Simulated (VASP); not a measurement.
# AlRu2 (I4_1/amd) in VASP: further runs

Runs on AlRu2. Level: PBE. Tasks: single point.

Program: VASP 6.6.1. These are calculated values, not measurements. Logs are shortened: lines on timing, memory, paths and dates and some standing lists are left out, and cuts for length are marked.

**1. The cell of the first run**

Symmetry: I4_1/amd, No. 141, tetragonal system. Conventional cell: a = 4.809 Å, b = 4.809 Å, c = 7.865 Å, α = 90.00°, β = 90.00°, γ = 90.00°. Al (site symmetry -4m2) has 6 Ru at 2.49 to 2.61 Å and 4 Al at 3.11 Å within 3.3 Å. Ru (site symmetry 2mm) has 3 Al at 2.49 to 2.61 Å and 7 Ru at 2.50 to 3.11 Å within 3.3 Å.

**2. Single point, PBE**

Input file INCAR:

```
SYSTEM = AlRu2
  ALGO = Fast
  EDIFF = 1E-6
  ENCUT = 520
  GGA = PE
  ISIF = 2
  ISMEAR = 0
  LASPH = .TRUE.
  LCHARG = .TRUE.
  LELF = .TRUE.
  LREAL = .FALSE.
  LVHAR = .TRUE.
  LWAVE = .FALSE.
  NBANDS = 40
  NELM = 100
  PREC = Accurate
  SIGMA = 0.1
```

Input file KPOINTS:

```
k-points
0
G
  12 12 12
  0 0 0
```

Input file POSCAR:

```
AlRu2
1.0
   -2.4042854921      2.4042854921      3.9324342720
    2.4042854921     -2.4042854921      3.9324342720
    2.4042854921      2.4042854921     -3.9324342720
Al Ru
2 4
Direct
    0.0000000000      0.0000000000      0.0000000000
    0.7500000000      0.2500000000      0.5000000000
    0.3316902810      0.3316902810      0.0000000000
    0.0816902810      0.5816902810      0.5000000000
    0.4183097190      0.9183097190      0.5000000000
    0.6683097190      0.6683097190      0.0000000000
```

Potentials or basis: VASP PAW PBE potentials, release 64 (Al, Ru_pv).

On the command line:

```
$ cat potpaw_PBE.64/Al/POTCAR potpaw_PBE.64/Ru_pv/POTCAR > POTCAR
$ mpirun -np 1 vasp_std > vasp.out
```

OUTCAR:

```text
SYSTEM = AlRu2
   EDIFF = 1E-6
   ENCUT = 520
   GGA = PE
   ISIF = 2
   ISMEAR = 0
   LASPH = .TRUE.
   LREAL = .FALSE.
   NELM = 100
   PREC = Accurate

 ion  position               nearest neighbor table
   1  0.000  0.000  0.000-   4 2.49   5 2.49   4 2.49   5 2.49   3 2.61   6 2.61   2 3.11   2 3.11
                             2 3.11   2 3.11
   2  0.750  0.250  0.500-   3 2.49   6 2.49   3 2.49   6 2.49   5 2.61   4 2.61   1 3.11   1 3.11
                             1 3.11   1 3.11
   3  0.332  0.332  0.000-   2 2.49   2 2.49   5 2.50   5 2.50   1 2.61   6 2.65   4 3.11   4 3.11
                             4 3.11   4 3.11
   4  0.082  0.582  0.500-   1 2.49   1 2.49   6 2.50   6 2.50   2 2.61   5 2.65   3 3.11   3 3.11
                             3 3.11   3 3.11
   5  0.418  0.918  0.500-   1 2.49   1 2.49   3 2.50   3 2.50   2 2.61   4 2.65   6 3.11   6 3.11
                             6 3.11   6 3.11
   6  0.668  0.668  0.000-   2 2.49   2 2.49   4 2.50   4 2.50   1 2.61   3 2.65   5 3.11   5 3.11
                             5 3.11   5 3.11

  LATTYP: Found a body centered tetragonal cell.
 ALAT       =     4.8085709842
 C/A-ratio  =     1.6355937283

  Lattice vectors:

 A1 = (  -2.4042854921,   2.4042854921,   3.9324342720)
 A2 = (   2.4042854921,  -2.4042854921,   3.9324342720)
 A3 = (   2.4042854921,   2.4042854921,  -3.9324342720)

Analysis of symmetry for initial positions (statically):
=====================================================================
 Subroutine PRICEL returns:
 Original cell was already a primitive cell.

 Routine SETGRP: Setting up the symmetry group for a
 body centered tetragonal supercell.

 Subroutine GETGRP returns: Found 16 space group operations
 (whereof  8 operations were pure point group operations)
 out of a pool of 16 trial point group operations.

The static configuration has the point symmetry D_2d.
 The point group associated with its full space group is D_4h.

Analysis of symmetry for dynamics (positions and initial velocities):
=====================================================================
 Subroutine PRICEL returns:
 Original cell was already a primitive cell.

 Routine SETGRP: Setting up the symmetry group for a
 body centered tetragonal supercell.

 Subroutine GETGRP returns: Found 16 space group operations
 (whereof  8 operations were pure point group operations)
 out of a pool of 16 trial point group operations.

The dynamic configuration has the point symmetry D_2d.
 The point group associated with its full space group is D_4h.

 Subroutine INISYM returns: Found 16 space group operations
 (whereof  8 operations are pure point group operations),
 and found     1 'primitive' translations

----------------------------------------------------------------------------------------

                                     Primitive cell

  volume of cell :      90.9271

  direct lattice vectors                    reciprocal lattice vectors
    -2.404285492  2.404285492  3.932434272     0.000000000  0.207961992  0.127147707
     2.404285492 -2.404285492  3.932434272     0.207961992  0.000000000  0.127147707
     2.404285492  2.404285492 -3.932434272     0.207961992  0.207961992  0.000000000

  length of vectors
     5.198578340  5.198578340  5.198578340     0.243751368  0.243751368  0.294102669

  position of ions in fractional coordinates (direct lattice)
     0.000000000  0.000000000  0.000000000
     0.750000000  0.250000000  0.500000000
     0.331690281  0.331690281  0.000000000
     0.081690281  0.581690281  0.500000000
     0.418309719  0.918309719  0.500000000
     0.668309719  0.668309719  0.000000000

  ion indices of the primitive-cell ions
   primitive index   ion index
                 1           1
                 2           2
                 3           3
                 4           4
                 5           5
                 6           6

----------------------------------------------------------------------------------------

 KPOINTS: k-points

Automatic generation of k-mesh.
 Grid dimensions read from file:
 generate k-points for:   12   12   12

 Generating k-lattice:

  Cartesian coordinates                     Fractional coordinates (reciprocal lattice)
     0.000000000  0.017330166  0.010595642     0.083333333  0.000000000 -0.000000000
     0.017330166  0.000000000  0.010595642     0.000000000  0.083333333 -0.000000000
     0.017330166  0.017330166  0.000000000     0.000000000  0.000000000  0.083333333

  Length of vectors
     0.020312614  0.020312614  0.024508556

  Shift w.r.t. Gamma in fractional coordinates (k-lattice)
     0.000000000  0.000000000  0.000000000

 Subroutine IBZKPT returns following result:
 ===========================================

 Found    163 irreducible k-points:

 Following reciprocal coordinates:
            Coordinates               Weight
  0.000000  0.000000  0.000000      1.000000
  0.083333 -0.000000  0.000000      8.000000
  0.166667 -0.000000  0.000000      8.000000
  0.250000 -0.000000  0.000000      8.000000
  0.333333  0.000000  0.000000      8.000000
  0.416667 -0.000000  0.000000      8.000000
[... 16 lines left out ...]
  0.500000  0.166667  0.000000     16.000000
 -0.416667  0.166667 -0.000000     16.000000
 [... further k-points ...]
   k-points           NKPTS =    163   k-points in BZ     NKDIM =    163   number of bands    NBANDS=     40
   number of dos      NEDOS =    301   number of ions     NIONS =      6
   total plane-waves  NPLWV =  64000
   dimension x,y,z NGX =    40 NGY =   40 NGZ =   40
   dimension x,y,z NGXF=    80 NGYF=   80 NGZF=   80
   ions per type =               2   4
   NGX,Y,Z   is equivalent  to a cutoff of  12.79, 12.79, 12.79 a.u.
   NGXF,Y,Z  is equivalent  to a cutoff of  25.58, 25.58, 25.58 a.u.
 SYSTEM =  AlRu2
   PREC   = accura    normal or accurate (medium, high low for compatibility)
   ISTART =      0    job   : 0-new  1-cont  2-samecut
   ICHARG =      2    charge: 1-file 2-atom 10-const
   ISPIN  =      1    spin polarized calculation?
   LNONCOLLINEAR =      F non collinear calculations
   LSORBIT =      F    spin-orbit coupling
   LASPH  =      T    aspherical Exc in radial PAW
   ENCUT  =  520.0 eV  38.22 Ry    6.18 a.u.   9.67  9.67  9.67*2*pi/ulx,y,z
   NELM   =    100;   NELMIN=  2; NELMDL= -5     # of ELM steps
   EDIFF  = 0.1E-05   stopping-criterion for ELM
   LREAL  =      F    real-space projection
   EDIFFG = 0.1E-04   stopping-criterion for IOM
   NSW    =      0    number of steps for IOM
   IBRION =     -1    ionic relax: 0-MD 1-quasi-New 2-CG
   NFREE  =      0    steps in history (QN), initial steepest desc. (CG)
   ISIF   =      2    stress and relaxation
   ISYM   =      2    0-nonsym 1-usesym 2-fastsym
   POTIM  = 0.5000    time-step for ionic-motion
   TEBEG  =    0.0;   TEEND  =   0.0 temperature during run
   PSTRESS=    0.0 pullay stress
   NELECT =      62.0000    total number of electrons
   NUPDOWN=      -1.0000    fix difference up-down
   EMIN   =  10.00;   EMAX   =-10.00  energy-range for DOS
   EFERMI =   0.00;   METHOD = LEGACY
   ISMEAR =     0;   SIGMA  =   0.10  broadening in eV -4-tet -1-fermi 0-gaus
   EFERMI_NEDOS =   21; number of points for ismear=-14 and -15
   IALGO  =     68    algorithm
   IMIX   =      4    mixing-type and parameters
     AMIX     =   0.40;   BMIX     =  1.00
     AMIX_MAG =   1.60;   BMIX_MAG =  1.00
  volume/ion in A,a.u.               =      15.15       102.27
  Fermi-wavevector in a.u.,A,eV,Ry     =   1.440923  2.722950 28.249234  2.076260
  Thomas-Fermi vector in A             =   2.559613
   LORBIT       =      0    0 simple, 1 ext, 2 COOP (PROOUT), +10 PAW based schemes
   GGA     = PE    functional components
   LHFCALC =     F    Hartree Fock is set to
   AEXX    =    0.0000 exact exchange contribution
   IVDW    =     0    specifies the selected vdW correction
   LEPSILON=     F    determine dielectric tensor
   LRPA    =     F    only Hartree local field effects (RPA)
 non-spin polarized calculation
 RMM-DIIS sequential band-by-band and
 Gauss-broadening in eV      SIGMA  =   0.10
  energy-cutoff  :      520.00
  volume of cell :       90.93
 maximum number of plane-waves:      2470
   NGX = 19   NGY = 19   NGZ = 19

 number of electron      61.9999997 magnetization

 Free energy of the ion-electron system (eV)
  ---------------------------------------------------
  ext. energy  EPLUGINS =         0.00000000
  ---------------------------------------------------
  free energy    TOTEN  =       -42.27818123 eV

  energy without entropy =      -42.24591166  energy(sigma->0) =      -42.26204645

 E-fermi :  10.0212     XC(G=0): -12.3758

 val. band max:       10.0209602809   @ k =   0.4167   0.2500   0.0833
 cond. band min:      10.0220331284   @ k =  -0.3333  -0.4167   0.0833
 fundamental gap:      0.0010728475
 Fermi energy:        10.0212177821

 k-point     1 :       0.0000    0.0000    0.0000
  band No.  band energies     occupation
      1     -33.0389      2.00000
      2     -33.0389      2.00000
      3     -32.6947      2.00000
      4     -32.5805      2.00000
      5     -32.4510      2.00000
      6     -32.4510      2.00000
[... 32 lines left out ...]
     39      13.0951      0.00000
     40      14.6427      0.00000

 k-point     2 :       0.0833   -0.0000    0.0000
  band No.  band energies     occupation
      1     -33.0391      2.00000
      2     -33.0272      2.00000
      3     -32.6900      2.00000
      4     -32.5846      2.00000
      5     -32.4509      2.00000
      6     -32.4489      2.00000
[... 32 lines left out ...]
     39      13.4896      0.00000
     40      14.4553      0.00000

 k-point     3 :       0.1667   -0.0000    0.0000
  band No.  band energies     occupation
      1     -33.0395      2.00000
      2     -32.9931      2.00000
      3     -32.6763      2.00000
      4     -32.5961      2.00000
      5     -32.4509      2.00000
      6     -32.4427      2.00000
[... 853 lines left out ...]
  band No.  band energies     occupation
      1     -32.9950      2.00000
      2     -32.7512      2.00000
      3     -32.7325      2.00000
      4     -32.5029      2.00000
      5     -32.4949      2.00000
      6     -32.4458      2.00000
[... 32 lines left out ...]
     39      14.5108      0.00000
     40      15.2328      0.00000

 k-point    24 :      -0.4167    0.1667   -0.0000
  band No.  band energies     occupation
      1     -32.9954      2.00000
      2     -32.8047      2.00000
      3     -32.6887      2.00000
      4     -32.5570      2.00000
      5     -32.4505      2.00000
      6     -32.4415      2.00000
[... 32 lines left out ...]
     39      14.5103      0.00000
     40      14.9668      0.00000

 [... further k-points ...]
[... 5 lines left out ...]
  --------------------------------------------------------------------------------------
  -------------------------------------------------------------------------------------
  Total        0.0328509      0.0328509     -0.0023073      0.0000000      0.0000000      0.0000000
  in kB        0.5788475      0.5788475     -0.0406560      0.0000000      0.0000000      0.0000000
  external PRESSURE =       0.3723463 kB  Pullay stress =       0.0000000 kB

 VOLUME and BASIS-vectors are now :
 -----------------------------------------------------------------------------
  energy-cutoff  :      520.00
  volume of cell :       90.93
      direct lattice vectors                 reciprocal lattice vectors
    -2.404285492  2.404285492  3.932434272     0.000000000  0.207961992  0.127147707
     2.404285492 -2.404285492  3.932434272     0.207961992  0.000000000  0.127147707
     2.404285492  2.404285492 -3.932434272     0.207961992  0.207961992  0.000000000

 POSITION                                       TOTAL-FORCE (eV/Angst)
 -----------------------------------------------------------------------------------
      0.00000      0.00000      0.00000         0.000000      0.000000      0.000000
     -0.00000      2.40429      1.96622         0.000000      0.000000     -0.000000
      0.00000      0.00000      2.60870         0.000000     -0.000000      0.002377
      2.40429      0.00000      0.64248        -0.000000      0.000000      0.002377
      2.40429     -0.00000      3.28995        -0.000000      0.000000     -0.002377
      0.00000      0.00000      5.25617         0.000000     -0.000000     -0.002377
 -----------------------------------------------------------------------------------
    total drift:                               -0.000000     -0.000000      0.000000

  FREE ENERGIE OF THE ION-ELECTRON SYSTEM (eV)
  ---------------------------------------------------
  free  energy   TOTEN  =       -42.2781812335 eV

  energy  without entropy=      -42.2459116649  energy(sigma->0) =      -42.26204645
```

Wall time 5.6 min (1 thread of Intel Xeon 6975P-C (Granite Rapids), shared host); peak memory 0.56 GiB.

What came out:

```yaml
Free_energy: -42.2782 eV
Pressure: 0.0 GPa
Band_gap_on_the_k_mesh: zero (bands 31 and 32 overlap by 0.65 eV)
```

Forces on the atoms (eV/Å):
```
Al   0.000  0.000  0.000
Al   0.000  0.000  0.000
Ru   0.000  0.000  0.002
Ru   0.000  0.000  0.002
Ru   0.000  0.000 -0.002
Ru   0.000  0.000 -0.002
```

Levels at points of the mesh, in eV from the Fermi level:
| k point | band 28 | band 29 | band 30 | band 31 | band 32 | band 33 | band 34 | band 35 |
| --- | --- | --- | --- | --- | --- | --- | --- | --- |
| (0.00, 0.00, 0.00) | -0.69 | -0.68 | -0.68 | 0.27 | 0.33 | 0.60 | 2.54 | 2.97 |
| (0.50, 0.00, 0.00) | -0.90 | -0.90 | -0.79 | -0.74 | 0.15 | 0.43 | 0.50 | 1.32 |
| (0.50, 0.50, 0.00) | -0.80 | -0.59 | -0.59 | -0.35 | -0.35 | 0.19 | 0.19 | 1.37 |
| (0.50, 0.50, 0.50) | -1.49 | -0.57 | -0.57 | -0.17 | -0.17 | 0.17 | 0.17 | 0.49 |

**3. Single point, PBE**

Input file INCAR:

```
PREC = Accurate
ENCUT = 520
EDIFF = 1E-6
ISMEAR = 0
SIGMA = 0.1
LREAL = False
LASPH = True
NELM = 100
ALGO = Fast
ISIF = 2
LWAVE = False
LCHARG = True
GGA = PE
LELF = True
LVHAR = True
NBANDS = 40
```

Input file KPOINTS:

```
regular mesh
0
Gamma
  6 6 6
```

Input file POSCAR:

```
AlRu2
1.0
   -2.4043340523      2.4043340523      3.9372871477
    2.4043340523     -2.4043340523      3.9372871477
    2.4043340523      2.4043340523     -3.9372871477
Al Ru
2 4
Direct
    0.0000000000      0.0000000000      0.0000000000
    0.7500000000      0.2500000000      0.5000000000
    0.3325709810      0.3325709810      0.0000000000
    1.0825709810      0.5825709810      0.5000000000
    0.4174290190     -0.0825709810      0.5000000000
    0.6674290190      0.6674290190      0.0000000000
```

Potentials or basis: VASP PAW PBE potentials, release 64 (Al, Ru_pv).

On the command line:

```
$ cat potpaw_PBE.64/Al/POTCAR potpaw_PBE.64/Ru_pv/POTCAR > POTCAR
$ mpirun -np 1 vasp_std > vasp.out
```

Run time: 98 s. Hardware: 1 thread of AMD EPYC 9R45 (Zen 5), shared host; peak memory 0.25 GiB.

It converged, with:

```
Free energy            : -42.2593 eV
Pressure               : 0.0 GPa
Band gap on the k mesh : zero (bands 31 and 32 overlap by 0.69 eV)
```

Stress tensor (GPa, compression positive):
```
 0.08  0.00  0.00
 0.00  0.08  0.00
 0.00  0.00 -0.03
```

Levels at points of the mesh, in eV from the Fermi level:
| k point | band 27 | band 28 | band 29 | band 30 | band 31 | band 32 | band 33 | band 34 | band 35 | band 36 |
| --- | --- | --- | --- | --- | --- | --- | --- | --- | --- | --- |
| (0.00, 0.00, 0.00) | -0.71 | -0.71 | -0.66 | -0.66 | 0.29 | 0.33 | 0.59 | 2.53 | 2.89 | 2.98 |
| (0.50, 0.00, 0.00) | -1.05 | -0.92 | -0.92 | -0.76 | -0.76 | 0.14 | 0.43 | 0.48 | 1.30 | 2.55 |
| (0.50, 0.50, 0.00) | -0.83 | -0.83 | -0.61 | -0.61 | -0.38 | -0.38 | 0.17 | 0.17 | 1.36 | 1.36 |
| (0.50, 0.50, 0.50) | -1.47 | -1.47 | -0.57 | -0.57 | -0.21 | -0.21 | 0.18 | 0.18 | 0.48 | 0.48 |

**4. Single point, PBE**

This run uses another cell than the first one, of 14.27 Å³/atom.

Input file INCAR:

```
SYSTEM = AlRu2
PREC = Accurate
ENCUT = 520
EDIFF = 1E-6
ISMEAR = 0
SIGMA = 0.1
LREAL = .False.
LASPH = .True.
NELM = 60
ALGO = Fast
ISIF = 2
LWAVE = .False.
LCHARG = .True.
GGA = PE
LELF = .True.
LVHAR = .True.
NBANDS = 40
```

Input file KPOINTS:

```
Automatic mesh
0
Gamma
  6 6 6
  0 0 0
```

Input file POSCAR:

```
AlRu2
1.0
   -2.0419928880      2.0419928880      5.1327662711
    2.0419928880     -2.0419928880      5.1327662711
    2.0419928880      2.0419928880     -5.1327662711
Al Ru
2 4
Direct
    0.0000000000      0.0000000000      0.0000000000
    0.7500000000      0.2500000000      0.5000000000
    0.2066000000      0.2066000000      0.0000000000
    0.9566000000      0.4566000000      0.5000000000
    0.5434000000      0.0434000000      0.5000000000
    0.7934000000      0.7934000000      0.0000000000
```

On the command line:

```
$ cat potpaw_PBE.64/Al/POTCAR potpaw_PBE.64/Ru_pv/POTCAR > POTCAR
$ mpirun -np 1 vasp_std > vasp.out
```

Run time: 3.3 min. Hardware: 1 thread of AMD EPYC 9R45 (Zen 5), shared host; peak memory 0.32 GiB.

It converged, with:

| Item | Value |
| --- | --- |
| Free energy | -30.2731 eV |
| Pressure | 71.4 GPa |
| Largest force | 4.965 eV/Å |
| Band gap on the k mesh | zero (bands 31 and 32 overlap by 0.92 eV) |

Forces in eV/Å, atoms in the order of the input:
```
Al   0.000  0.000  0.000
Al   0.000  0.000  0.000
Ru   0.000  0.000  4.965
Ru   0.000  0.000  4.965
Ru   0.000  0.000 -4.965
Ru   0.000  0.000 -4.965
```

Stress tensor (GPa, compression positive):
```
70.27  0.00  0.00
 0.00 70.27  0.00
 0.00  0.00 73.54
```

Levels at points of the mesh, in eV from the Fermi level:
```
           k point  band 28  band 29  band 30  band 31  band 32  band 33  band 34  band 35
(0.00, 0.00, 0.00)    -1.04    -0.68    -0.68    -0.43     0.28     0.30     1.10     2.57
(0.50, 0.00, 0.00)    -0.59    -0.22    -0.22    -0.15    -0.02     0.19     0.61     1.26
(0.50, 0.50, 0.00)    -1.23    -1.04    -1.04     0.14     0.14     0.20     0.20     2.40
(0.50, 0.50, 0.50)    -0.89    -0.25    -0.25     0.55     0.55     0.58     0.58     1.05
```

Caveat: the cell stands under pressure; forces of over 1 eV/Å act on the atoms, so gaps and moduli don't describe the material at rest.

**5. Overview**

```tsv
cell	k mesh	gap on the mesh (eV)	pressure (GPa)
a = 5.199 Å, angles 124.9, 124.9, 81.7°, 6 atoms, atomic positions A	12 × 12 × 12	none	0.0
a = 5.202 Å, angles 124.9, 124.9, 81.6°, 6 atoms, atomic positions A	6 × 6 × 6	none	0.0
a = 5.889 Å, angles 139.4, 139.4, 58.7°, 6 atoms, atomic positions B	6 × 6 × 6	none	71.4
```

Alike in all rows: task single point; level PBE; potentials or basis VASP PAW PBE potentials, release 64 (Al, Ru_pv); no spin polarisation; cutoff (eV) 520; smearing gaussian 0.1 eV.

Caveats: the cell stands under pressure (at least some runs); forces of over 1 eV/Å act on the atoms, so gaps and moduli don't describe the material at rest (at least some runs).

Absolute energies hang on the potentials; compare differences alone.
